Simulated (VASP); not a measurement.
# Ba2IrO4 (I4/mmm) in VASP: notebook, part 2 of 2

VASP 6.6.1. The steps go on from the part before.

### Step 4. Single point, LDA

This run uses another cell than the first one, of 16.00 Å³/atom.

The input, INCAR:

```
SYSTEM = Ba2IrO4
ALGO = Normal
EDIFF = 1E-6
ENCUT = 700
GGA = CA
GGA_COMPAT = .FALSE.
ISIF = 2
ISMEAR = -1
LASPH = .TRUE.
LCHARG = .TRUE.
LELF = .TRUE.
LREAL = .FALSE.
LVHAR = .TRUE.
LWAVE = .FALSE.
NBANDS = 40
NELM = 120
PREC = Accurate
SIGMA = 0.1
```

The input, KPOINTS:

```
k-points
0
G
  9 9 9
  0 0 0
```

The input, POSCAR:

```
Ba2IrO4
1.0
   -2.0332063756      2.0332063756      6.7739093445
    2.0332063756     -2.0332063756      6.7739093445
    2.0332063756      2.0332063756     -6.7739093445
Ba Ir O
2 1 4
Direct
    0.3549070000      0.3549070000      0.0000000000
    0.6450930000      0.6450930000      0.0000000000
    0.0000000000      0.0000000000      0.0000000000
    0.5000000000      0.0000000000      0.5000000000
    0.1542060000      0.1542060000      0.0000000000
    0.8457940000      0.8457940000      0.0000000000
    0.0000000000      0.5000000000      0.5000000000
```

Launch:

```console
> cat potpaw_LDA.64/Ba_sv/POTCAR potpaw_LDA.64/Ir_sv_GW/POTCAR potpaw_LDA.64/O/POTCAR > POTCAR
> mpirun -np 1 vasp_std > vasp.out
```

Run time: 22 min. Hardware: 1 thread of Intel Xeon Platinum 8259CL at 2.50GHz (Skylake/Cascade Lake), shared host; peak memory 0.74 GiB.

Results (log left out):

| Property | Result |
| --- | --- |
| Free energy | -52.1351 eV |
| Pressure | -10.2 GPa |
| Largest force | 0.474 eV/Å |
| Band gap on the k mesh | zero (an odd number of electrons rules out a gap without spin polarisation) |

Forces in eV/Å, atoms in the order of the input:
```
Ba   0.000  0.000  0.219
Ba   0.000  0.000 -0.219
Ir   0.000  0.000  0.000
O    0.000  0.000  0.000
O    0.000  0.000 -0.474
O    0.000  0.000  0.474
O    0.000  0.000  0.000
```

Stress tensor (GPa, compression positive):
```
-10.04   0.00   0.00
  0.00 -10.04   0.00
  0.00   0.00 -10.45
```

Levels at points of the mesh, in eV from the Fermi level:
| k point | band 28 | band 29 | band 30 | band 31 | band 32 | band 33 | band 34 | band 35 |
| --- | --- | --- | --- | --- | --- | --- | --- | --- |
| (0.00, 0.00, 0.00) | -1.88 | -1.88 | -0.83 | -0.83 | -0.49 | 1.22 | 2.73 | 3.02 |

Caveat: the cell stands under tension; spin-orbit coupling is left out, which moves the levels of the heavy elements; an odd number of electrons without spin polarisation forces a metal; a magnetic or distorted state may lie lower.

### Step 5. Single point, LDA

This run uses another cell than the first one, of 15.61 Å³/atom.

The input, INCAR:

```
SYSTEM = Ba2IrO4
PREC = Accurate ; ENCUT = 700
EDIFF = 1E-6 ; ISMEAR = -1
SIGMA = 0.1 ; LREAL = .FALSE.
LASPH = .TRUE. ; NELM = 120
ALGO = Normal ; ISIF = 2
LWAVE = .FALSE. ; LCHARG = .FALSE.
GGA = CA ; NBANDS = 40
GGA_COMPAT = .FALSE.
```

The input, KPOINTS:

```
regular mesh
0
G
  9 9 9
  0 0 0
```

POSCAR: that of step 4 with these lines changed.

```diff
@@ -2,5 +2,5 @@
 1.0
-   -2.0332063756      2.0332063756      6.7739093445
-    2.0332063756     -2.0332063756      6.7739093445
-    2.0332063756      2.0332063756     -6.7739093445
+   -2.0165400000      2.0165400000      6.7183830000
+    2.0165400000     -2.0165400000      6.7183830000
+    2.0165400000      2.0165400000     -6.7183830000
 Ba Ir O
```

Launch:

```console
> cat potpaw_LDA.64/Ba_sv/POTCAR potpaw_LDA.64/Ir_sv_GW/POTCAR potpaw_LDA.64/O/POTCAR > POTCAR
> mpirun -np 1 vasp_std > vasp.out
```

Wall time 24 min (1 thread of Intel Xeon Platinum 8259CL at 2.50GHz (Skylake/Cascade Lake), shared host); peak memory 0.73 GiB.

Results (log left out):

```
Free energy            : -52.2805 eV
Pressure               : -7.4 GPa
Largest force          : 0.324 eV/Å
Band gap on the k mesh : zero (an odd number of electrons rules out a gap without spin polarisation)
```

Forces in eV/Å, atoms in the order of the input:
```
Ba   0.000  0.000  0.123
Ba   0.000  0.000 -0.123
Ir   0.000  0.000  0.000
O    0.000  0.000  0.000
O    0.000  0.000 -0.324
O    0.000  0.000  0.324
O    0.000  0.000  0.000
```

Stress tensor (GPa, compression positive):
```
-7.25  0.00  0.00
 0.00 -7.25  0.00
 0.00  0.00 -7.64
```

Levels at points of the mesh, in eV from the Fermi level:
| k point | band 29 | band 30 | band 31 | band 32 | band 33 | band 34 |
| --- | --- | --- | --- | --- | --- | --- |
| (0.00, 0.00, 0.00) | -1.97 | -0.88 | -0.88 | -0.45 | 1.29 | 2.67 |

Caveat: the cell stands under tension; spin-orbit coupling is left out, which moves the levels of the heavy elements; an odd number of electrons without spin polarisation forces a metal; a magnetic or distorted state may lie lower.

### Step 6. Single point, LDA

This run uses another cell than the first one, of 14.44 Å³/atom.

The input, INCAR:

```
PREC = Accurate
ENCUT = 700
EDIFF = 1E-6
ISMEAR = -1
SIGMA = 0.1
LREAL = False
LASPH = True
NELM = 120
ALGO = Normal
ISIF = 2
LWAVE = False
LCHARG = False
NBANDS = 40
GGA_COMPAT = False
```

The input, KPOINTS:

```
Automatic mesh
0
Gamma
  9 9 9
```

POSCAR: that of step 5 with these lines changed.

```diff
@@ -2,5 +2,5 @@
 1.0
-   -2.0165400000      2.0165400000      6.7183830000
-    2.0165400000     -2.0165400000      6.7183830000
-    2.0165400000      2.0165400000     -6.7183830000
+   -1.9648108694      1.9648108694      6.5460402188
+    1.9648108694     -1.9648108694      6.5460402188
+    1.9648108694      1.9648108694     -6.5460402188
 Ba Ir O
```

Potentials or basis: VASP PAW LDA potentials, release 64 (Ba_sv, Ir_sv_GW, O).

Launch:

```console
> cat potpaw_LDA.64/Ba_sv/POTCAR potpaw_LDA.64/Ir_sv_GW/POTCAR potpaw_LDA.64/O/POTCAR > POTCAR
> mpirun -np 1 vasp_std > vasp.out
```

OUTCAR:

```text
PREC = Accurate
   ENCUT = 700
   EDIFF = 1E-6
   ISMEAR = -1
   LREAL = False
   LASPH = True
   NELM = 120
   ISIF = 2

 ion  position               nearest neighbor table
   1  0.355  0.355  0.000-   5 2.63   4 2.73   7 2.73   4 2.73   7 2.73   6 2.78   6 2.78   6 2.78
                             6 2.78   3 3.37   3 3.37   3 3.37   3 3.37   2 3.80   2 3.91   2 3.91
   2  0.645  0.645  0.000-   6 2.63   4 2.73   7 2.73   4 2.73   7 2.73   5 2.78   5 2.78   5 2.78
                             5 2.78   3 3.37   3 3.37   3 3.37   3 3.37   1 3.80   1 3.91   1 3.91
   3  0.000  0.000  0.000-   4 1.96   7 1.96   7 1.96   4 1.96   6 2.02   5 2.02   2 3.37   1 3.37
                             2 3.37   1 3.37   2 3.37   1 3.37   2 3.37   1 3.37
   4  0.500  0.000  0.500-   3 1.96   3 1.96   2 2.73   2 2.73   1 2.73   1 2.73
[... 1247 lines left out ...]
  external PRESSURE =      41.2469593 kB  Pullay stress =       0.0000000 kB

 VOLUME and BASIS-vectors are now :
 -----------------------------------------------------------------------------
  energy-cutoff  :      700.00
  volume of cell :      101.08
      direct lattice vectors                 reciprocal lattice vectors
    -1.964810869  1.964810869  6.546040219     0.000000000  0.254477420  0.076382054
     1.964810869 -1.964810869  6.546040219     0.254477420  0.000000000  0.076382054
     1.964810869  1.964810869 -6.546040219     0.254477420  0.254477420  0.000000000

 POSITION                                       TOTAL-FORCE (eV/Angst)
 -----------------------------------------------------------------------------------
      0.00000      0.00000      4.64647        -0.000000     -0.000000     -0.231786
      0.00000      0.00000      8.44561        -0.000000     -0.000000      0.231786
      0.00000      0.00000      0.00000        -0.000000     -0.000000     -0.000000
      0.00000      1.96481      0.00000        -0.000000     -0.000000     -0.000000
      0.00000      0.00000      2.01888         0.000000      0.000000      0.242769
      0.00000      0.00000     11.07320         0.000000      0.000000     -0.242769
      1.96481      0.00000      0.00000        -0.000000     -0.000000     -0.000000
 -----------------------------------------------------------------------------------
    total drift:                               -0.000000     -0.000000     -0.000000

  FREE ENERGIE OF THE ION-ELECTRON SYSTEM (eV)
  ---------------------------------------------------
  free  energy   TOTEN  =       -52.3708978080 eV

  energy  without entropy=      -52.2665900681  energy(sigma->0) =      -52.31874394
```

stdout:

```text
POSCAR found type information on POSCAR BaIrO
 POSCAR found :  3 types and       7 ions
 scaLAPACK will be used
 LDA part: xc-table for (Slater(with rela. corr.)+CA(PZ))
 , standard interpolation
 POSCAR, INCAR and KPOINTS ok, starting setup
 FFT: planning ... GRIDC
 FFT: planning ... GRID_SOFT
 FFT: planning ... GRID
 WAVECAR not read
 entering main loop
```

It took 15 min on 1 thread of Intel Xeon Platinum 8488C (Sapphire Rapids), shared host; peak memory 0.71 GiB.

What came out:

- Free energy: -52.3709 eV
- Pressure: 4.1 GPa
- Largest force: 0.243 eV/Å
- Band gap on the k mesh: zero (an odd number of electrons rules out a gap without spin polarisation)

Forces in eV/Å, atoms in the order of the input:
```
Ba   0.000  0.000 -0.232
Ba   0.000  0.000  0.232
Ir   0.000  0.000  0.000
O    0.000  0.000  0.000
O    0.000  0.000  0.243
O    0.000  0.000 -0.243
O    0.000  0.000  0.000
```

Caveat: the cell stands under pressure; spin-orbit coupling is left out, which moves the levels of the heavy elements; an odd number of electrons without spin polarisation forces a metal; a magnetic or distorted state may lie lower.

### Step 7. Summary

| cell | gap on the mesh (eV) | pressure (GPa) | largest force (eV/Å) |
| --- | --- | --- | --- |
| a = 7.047 Å, angles 147.9, 147.9, 46.0°, 7 atoms | none | 9.3 | 0.48 |
| a = 7.237 Å, angles 147.9, 147.9, 46.0°, 7 atoms | none | -4.1 | 0.16 |
| a = 7.359 Å, angles 147.9, 147.9, 46.0°, 7 atoms | none | -10.2 | 0.47 |
| a = 7.299 Å, angles 147.9, 147.9, 46.0°, 7 atoms | none | -7.4 | 0.32 |
| a = 7.111 Å, angles 147.9, 147.9, 46.0°, 7 atoms | none | 4.1 | 0.24 |

Alike in all rows: task single point; level LDA; potentials or basis VASP PAW LDA potentials, release 64 (Ba_sv, Ir_sv_GW, O); no spin polarisation; k mesh 9 × 9 × 9; cutoff (eV) 700; smearing fermi-dirac 0.1 eV.

Caveats: spin-orbit coupling is left out, which moves the levels of the heavy elements; an odd number of electrons without spin polarisation forces a metal; a magnetic or distorted state may lie lower; the cell stands under tension (at least some runs); the cell stands under pressure (at least some runs).

Total energies depend on the potentials used, so only differences within one code and one set of settings carry meaning.
